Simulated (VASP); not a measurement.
Write the native input for VASP 6.6.1 that does the following.

```
Task                   : single point
Functional             : PBEsol
Potentials or basis    : VASP PAW PBE potentials, release 64 (Rh_pv)
Cutoff                 : 520 eV
k mesh                 : 15 × 15 × 8
Occupations            : fermi-dirac, width 0.1 eV
Spin                   : no spin polarisation
Dipole correction      : no
Further INCAR settings : ALGO = Normal; EDIFF = 1e-07; NBANDS = 22
```

The structure of Rh lies in POSCAR:

```
Rh
1.0
    2.5765348021      0.0000000000      0.0000000000
   -1.2882674010      2.2313445924      0.0000000000
    0.0000000000      0.0000000000      4.1560152225
Rh
2
Direct
    0.3333333333      0.6666666667      0.2500000000
    0.6666666667      0.3333333333      0.7500000000
```

This isn't the form of Rh at room conditions, which is fcc.

One way to write it, as run:

INCAR

```
PREC = Accurate
ENCUT = 520
EDIFF = 1E-7
ISMEAR = -1
SIGMA = 0.1
LREAL = False
LASPH = True
NELM = 60
ALGO = Normal
ISIF = 2
LWAVE = False
LCHARG = True
GGA = PS
LELF = True
LVHAR = True
NBANDS = 22
```

KPOINTS

```
regular mesh
0
Gamma
  15 15 8
```

Potentials or basis: VASP PAW PBE potentials, release 64 (Rh_pv).

The run is started by

```bash
$ cat potpaw_PBE.64/Rh_pv/POTCAR > POTCAR
$ mpirun -np 1 vasp_std > vasp.out
```

Results of the run:

```
Pressure               : 51.2 GPa
Band gap on the k mesh : zero (bands 15 and 16 overlap by 2.96 eV)
```

Caveat: the cell stands under pressure; the PAW data sets were made with another functional, which shifts forces and pressure a little.

Run time: 24 s on 1 thread of Intel(R) Xeon(R) 6975P-C (Granite Rapids) (shared host), peak memory 0.18 GiB.
